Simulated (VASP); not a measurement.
**AlGa3N4: single point with r2SCAN**

AlGa3N4:

```
Al Ga N
1.0
     4.60949    0.00000    0.00000
     0.00000    4.60949    0.00000
     0.00000    0.00000    4.60949
Al Ga N
1 3 4
Direct
  0.00000 0.00000 0.00000
  0.50000 0.50000 0.00000
  0.50000 0.00000 0.50000
  0.00000 0.50000 0.50000
  0.75535 0.75535 0.24465
  0.75535 0.24465 0.75535
  0.24465 0.75535 0.75535
  0.24465 0.24465 0.24465
```

This cell differs from its parent crystal: volume scaled by 1.10, then relaxed in part.

- Program: VASP 6.6.1
- Task: single point
- Functional: r2SCAN
- Potentials or basis: VASP PAW PBE potentials, release 64 (Al, Ga_d, N)
- Cutoff: 520 eV
- k mesh: 6 × 6 × 6
- Occupations: gaussian, width 0.02 eV
- Spin: no spin polarisation

```json
{"Pressure": "-15.0 GPa", "Largest force": "0.067 eV/Å", "Band gap on the k mesh": "2.13 eV, direct"}
```

Forces in eV/Å, atoms in the order of the input:
```
Al   0.000  0.000  0.000
Ga   0.000  0.000  0.000
Ga   0.000  0.000  0.000
Ga   0.000  0.000  0.000
N    0.039  0.039 -0.039
N    0.039 -0.039  0.039
N   -0.039  0.039  0.039
N   -0.039 -0.039 -0.039
```

Levels at points of the mesh, in eV from the valence-band top:
```tsv
k point	band 29	band 30	band 31	band 32	band 33	band 34
(0.00, 0.00, 0.00)	0.00	0.00	0.00	2.13	3.84	3.84
(0.50, 0.00, 0.00)	-1.37	-1.10	-1.10	5.00	5.08	6.55
(0.50, 0.50, 0.00)	-0.89	-0.88	-0.56	6.50	6.65	6.65
(0.50, 0.50, 0.50)	-0.63	-0.63	-0.63	4.84	4.84	4.84
```

Wall time 4.8 min on 1 thread of AMD EPYC 7R13 Processor (Zen 3) (shared host), peak memory 0.22 GiB.

Caveat: the PAW data sets were made with another functional, which shifts forces and pressure a little.
